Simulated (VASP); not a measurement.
# Si (Fd-3m) in VASP: notebook, part 2 of 2

VASP 6.6.1.

## (4) Electric field gradients, LDA (volume scaled by 1.02)

INCAR

```
PREC = Accurate
ENCUT = 520
EDIFF = 1E-8
ISMEAR = -1
SIGMA = 0.08
LREAL = F
LASPH = T
NELM = 100
ALGO = Normal
ISIF = 2
LWAVE = F
LCHARG = F
GGA = CA
LEFG = T
NBANDS = 11
```

KPOINTS

```
regular mesh
0
Gamma
  11 11 11
```

POSCAR

```
Si
1.0
    0.0000000000      2.7334537691      2.7334537691
    2.7334537691      0.0000000000      2.7334537691
    2.7334537691      2.7334537691      0.0000000000
Si
2
Direct
    0.5000000000      0.5000000000      0.5000000000
    0.7500000000      0.7500000000      0.7500000000
```

Potentials or basis: VASP PAW LDA potentials, release 64 (Si).

Started as:

```console
cat potpaw_LDA.64/Si/POTCAR > POTCAR
mpirun -np 1 vasp_std > vasp.out
```

OUTCAR:

```text
PREC = Accurate
   ENCUT = 520
   EDIFF = 1E-8
   ISMEAR = -1
   LREAL = F
   LASPH = T
   NELM = 100
   ISIF = 2
   GGA = CA

 ion  position               nearest neighbor table
   1  0.500  0.500  0.500-   2 2.37   2 2.37   2 2.37   2 2.37
   2  0.750  0.750  0.750-   1 2.37   1 2.37   1 2.37   1 2.37

  LATTYP: Found a face centered cubic cell.
 ALAT       =     5.4669075382

  Lattice vectors:

 A1 = (   0.0000000000,   2.7334537691,   2.7334537691)
 A2 = (   2.7334537691,   0.0000000000,   2.7334537691)
 A3 = (   2.7334537691,   2.7334537691,   0.0000000000)

Analysis of symmetry for initial positions (statically):
=====================================================================
 Subroutine PRICEL returns:
 Original cell was already a primitive cell.

 Routine SETGRP: Setting up the symmetry group for a
 face centered cubic supercell.

 Subroutine GETGRP returns: Found 48 space group operations
 (whereof 24 operations were pure point group operations)
 out of a pool of 48 trial point group operations.

The static configuration has the point symmetry T_d .
 The point group associated with its full space group is O_h .

Analysis of symmetry for dynamics (positions and initial velocities):
=====================================================================
 Subroutine PRICEL returns:
 Original cell was already a primitive cell.

 Routine SETGRP: Setting up the symmetry group for a
 face centered cubic supercell.

 Subroutine GETGRP returns: Found 48 space group operations
 (whereof 24 operations were pure point group operations)
 out of a pool of 48 trial point group operations.

The dynamic configuration has the point symmetry T_d .
 The point group associated with its full space group is O_h .

 Subroutine INISYM returns: Found 48 space group operations
 (whereof 24 operations are pure point group operations),
 and found     1 'primitive' translations

----------------------------------------------------------------------------------------

                                     Primitive cell

  volume of cell :      40.8475

  direct lattice vectors                    reciprocal lattice vectors
     0.000000000  2.733453769  2.733453769    -0.182918770  0.182918770  0.182918770
     2.733453769  0.000000000  2.733453769     0.182918770 -0.182918770  0.182918770
     2.733453769  2.733453769  0.000000000     0.182918770  0.182918770 -0.182918770

  length of vectors
     3.865687392  3.865687392  3.865687392     0.316824602  0.316824602  0.316824602

  position of ions in fractional coordinates (direct lattice)
     0.500000000  0.500000000  0.500000000
     0.750000000  0.750000000  0.750000000

  ion indices of the primitive-cell ions
   primitive index   ion index
                 1           1
                 2           2

----------------------------------------------------------------------------------------
[... 79 lines left out ...]
   TEBEG  =    0.0;   TEEND  =   0.0 temperature during run
   PSTRESS=    0.0 pullay stress
   NELECT =       8.0000    total number of electrons
   NUPDOWN=      -1.0000    fix difference up-down
   EMIN   =  10.00;   EMAX   =-10.00  energy-range for DOS
   EFERMI =   0.00;   METHOD = LEGACY
   ISMEAR =    -1;   SIGMA  =   0.08  broadening in eV -4-tet -1-fermi 0-gaus
   EFERMI_NEDOS =   21; number of points for ismear=-14 and -15
   IALGO  =     38    algorithm
   IMIX   =      4    mixing-type and parameters
     AMIX     =   0.40;   BMIX     =  1.00
     AMIX_MAG =   1.60;   BMIX_MAG =  1.00
  volume/ion in A,a.u.               =      20.42       137.83
  Fermi-wavevector in a.u.,A,eV,Ry     =   0.950714  1.796588 12.297715  0.903857
  Thomas-Fermi vector in A             =   2.079116
   LORBIT       =      0    0 simple, 1 ext, 2 COOP (PROOUT), +10 PAW based schemes
   GGA     = CA    functional components
   LHFCALC =     F    Hartree Fock is set to
   AEXX    =    0.0000 exact exchange contribution
   IVDW    =     0    specifies the selected vdW correction
   LEPSILON=     F    determine dielectric tensor
   LRPA    =     F    only Hartree local field effects (RPA)
 non-spin polarized calculation
  energy-cutoff  :      520.00
  volume of cell :       40.85
 maximum number of plane-waves:      1115
 NGX is ok and might be reduce to    30
   NGX = 15   NGY = 15   NGZ = 15

 number of electron       8.0000001 magnetization

 Free energy of the ion-electron system (eV)
  ---------------------------------------------------
  ext. energy  EPLUGINS =         0.00000000
  ---------------------------------------------------
  free energy    TOTEN  =       -11.90525591 eV

  energy without entropy =      -11.90481591  energy(sigma->0) =      -11.90503591

 E-fermi :   5.8107     XC(G=0):  -9.5311

 val. band max:        5.5679424128   @ k =   0.0000   0.0000   0.0000
 cond. band min:       6.0946735377   @ k =   0.4545   0.4545   0.0000
 fundamental gap:      0.5267311249
 Fermi energy:         5.8107157975

 k-point     1 :       0.0000    0.0000    0.0000
  band No.  band energies     occupation
      1      -6.2544      2.00000
      2       5.5679      1.90823
      3       5.5679      1.90823
      4       5.5679      1.90823
      5       8.0833      0.00000
      6       8.0833      0.00000
      7       8.0833      0.00000
      8       8.5505      0.00000
      9      13.1615      0.00000
     10      13.2847      0.00000
     11      13.2847      0.00000
[... 309 lines left out ...]
 k-point    24 :      -0.1818    0.1818    0.0000
  band No.  band energies     occupation
      1      -5.1499      2.00000
      2       1.5078      2.00000
      3       2.9157      2.00000
      4       4.8932      1.99998
      5       8.4302      0.00000
      6       9.2443      0.00000
      7       9.4964      0.00000
      8      11.0555      0.00000
      9      11.6303      0.00000
     10      15.3373      0.00000
     11      15.8933      0.00000

 [... further k-points ...]
[... 5 lines left out ...]
  --------------------------------------------------------------------------------------
  -------------------------------------------------------------------------------------
  Total       -0.8092947     -0.8092947     -0.8092947      0.0000000     -0.0000000      0.0000000
  in kB      -31.7433002    -31.7433002    -31.7433002      0.0000000     -0.0000000      0.0000000
  external PRESSURE =     -31.7433002 kB  Pullay stress =       0.0000000 kB

 VOLUME and BASIS-vectors are now :
 -----------------------------------------------------------------------------
  energy-cutoff  :      520.00
  volume of cell :       40.85
      direct lattice vectors                 reciprocal lattice vectors
     0.000000000  2.733453769  2.733453769    -0.182918770  0.182918770  0.182918770
     2.733453769  0.000000000  2.733453769     0.182918770 -0.182918770  0.182918770
     2.733453769  2.733453769  0.000000000     0.182918770  0.182918770 -0.182918770

 POSITION                                       TOTAL-FORCE (eV/Angst)
 -----------------------------------------------------------------------------------
      2.73345      2.73345      2.73345        -0.000000      0.000000      0.000000
      4.10018      4.10018      4.10018         0.000000     -0.000000     -0.000000
 -----------------------------------------------------------------------------------
    total drift:                                0.000000     -0.000000     -0.000000

  FREE ENERGIE OF THE ION-ELECTRON SYSTEM (eV)
  ---------------------------------------------------
  free  energy   TOTEN  =       -11.9052559086 eV

  energy  without entropy=      -11.9048159071  energy(sigma->0) =      -11.90503591

 Electric field gradients (V/A^2)
---------------------------------------------------------------------
 ion       V_xx      V_yy      V_zz      V_xy      V_xz      V_yz
---------------------------------------------------------------------
   1      -0.000    -0.000     0.000     0.000     0.000     0.000
   2      -0.000    -0.000     0.000     0.000     0.000     0.000
---------------------------------------------------------------------

 Electric field gradients after diagonalization (V/A^2)
 (convention: |V_zz| > |V_xx| > |V_yy|)
----------------------------------------------------------------------
 ion       V_xx      V_yy      V_zz     asymmetry (V_yy - V_xx)/ V_zz
----------------------------------------------------------------------
   1      -0.000    -0.000     0.000       0.000
   2      -0.000    -0.000     0.000       0.000
----------------------------------------------------------------------

           NMR quadrupolar parameters

 Cq : quadrupolar parameter    Cq=e*Q*V_zz/h
 eta: asymmetry parameters     (V_yy - V_xx)/ V_zz
 Q  : nuclear electric quadrupole moment in mb (millibarn)
----------------------------------------------------------------------
 ion       Cq(MHz)       eta       Q (mb)
----------------------------------------------------------------------
   1       0.000       0.000       1.000
   2       0.000       0.000       1.000
----------------------------------------------------------------------
```

stdout:

```text
POSCAR found type information on POSCAR Si
 POSCAR found :  1 types and       2 ions
 scaLAPACK will be used
 LDA part: xc-table for (Slater(with rela. corr.)+CA(PZ))
 , standard interpolation
 POSCAR, INCAR and KPOINTS ok, starting setup
 FFT: planning ... GRIDC
 FFT: planning ... GRID_SOFT
 FFT: planning ... GRID
 WAVECAR not read
 entering main loop
ion   1

ion   2
```

It took 14 s on 1 thread of AMD EPYC 9R14 (Zen 4), shared host; peak memory 0.12 GiB.

Results:

```
Free energy            : -11.9053 eV
Pressure               : -3.2 GPa
Band gap on the k mesh : 0.53 eV, indirect (least direct gap 2.52 eV)
```

Caveat: without QUAD_EFG the Cq values of the log hold for a quadrupole moment of 1 mb, not for the nuclei. A k mesh can miss the band edges.
